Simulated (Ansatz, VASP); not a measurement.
One calculation of Cd3N2, two programs

File INCAR:

```
PREC = Accurate ; ENCUT = 600
EDIFF = 1E-6 ; ISMEAR = 0
SIGMA = 0.15 ; LREAL = F
LASPH = T ; NELM = 80
ALGO = Normal ; ISIF = 3
LWAVE = F ; LCHARG = F
GGA = PE ; IBRION = 2
NSW = 36 ; EDIFFG = -0.08
```

Contents of KPOINTS:

```
Automatic mesh
0
Gamma
  4 4 4
```

The input POSCAR:

```
Cd3N2
1.0
   -2.2293047500      2.2293047500      5.3929408000
    2.2293047500     -2.2293047500      5.3929408000
    2.2293047500      2.2293047500     -5.3929408000
Cd N
3 2
Direct
    0.1702208900      0.1702208900      0.0000000000
    0.8297791100      0.8297791100      0.0000000000
    0.5000000000      0.5000000000      0.0000000000
    0.7500000000      0.2500000000      0.5000000000
    0.2500000000      0.7500000000      0.5000000000
```

Input for Ansatz:

```yaml
crystal:
  lattice:
    - [-2.22930475, 2.22930475, 5.3929408]
    - [2.22930475, -2.22930475, 5.3929408]
    - [2.22930475, 2.22930475, -5.3929408]
  atoms:
    - { symbol: Cd, position: [0.17022089, 0.17022089, 0.0] }
    - { symbol: Cd, position: [0.82977911, 0.82977911, 0.0] }
    - { symbol: Cd, position: [0.5, 0.5, 0.0] }
    - { symbol: "N", position: [0.75, 0.25, 0.5] }
    - { symbol: "N", position: [0.25, 0.75, 0.5] }
basis:
  ecutwfc: 420
kpoints:
  mp_grid: { grid: [4, 4, 4] }
hamiltonian:
  xc: pbe
scf:
  occupations: { method: gaussian, width: 0.15 }
  lower_state_search: "off"
output:
  forces: true
  stress: true
  eigenvalues: true
relax:
  adjacent_minimum: "off"
  f_tol: 0.08
  max_steps: 16
  cell: { stress_tol: 0.8 }
```

Alike in both runs: task relaxation of cell and atoms; functional PBE; k mesh 4 × 4 × 4; occupations gaussian, width 0.15 eV; no spin polarisation.

|  | VASP | Ansatz |
| --- | --- | --- |
| version | VASP 6.6.1 | Ansatz 0.2.0 |
| potentials or method | VASP PAW PBE potentials, release 64 (Cd, N), cutoff 600 eV | scalar-relativistic, plane waves, PAW |
| valence electrons in the cell | 46 | 70 |

```csv
,VASP,Ansatz,Ansatz less VASP
"gap on the k mesh at the Fermi level, each at its own relaxed structure (eV)",none,none,-
relaxed volume (Å³/atom),18.08,18.57,+0.489
relaxed cell length with the largest relative difference (Å),5.713,5.811,+0.0983
```

A gap of «none» marks a metal or a gap that the smearing closes. VASP's potentials hold 46 valence electrons a cell and Ansatz's 70, so a difference there can come from the potentials and not from the codes.

The k mesh is coarse, so the values compare programs but aren't converged. Noted on VASP's run: the volume moved by over 15 % at a fixed basis, so the end points are rough.
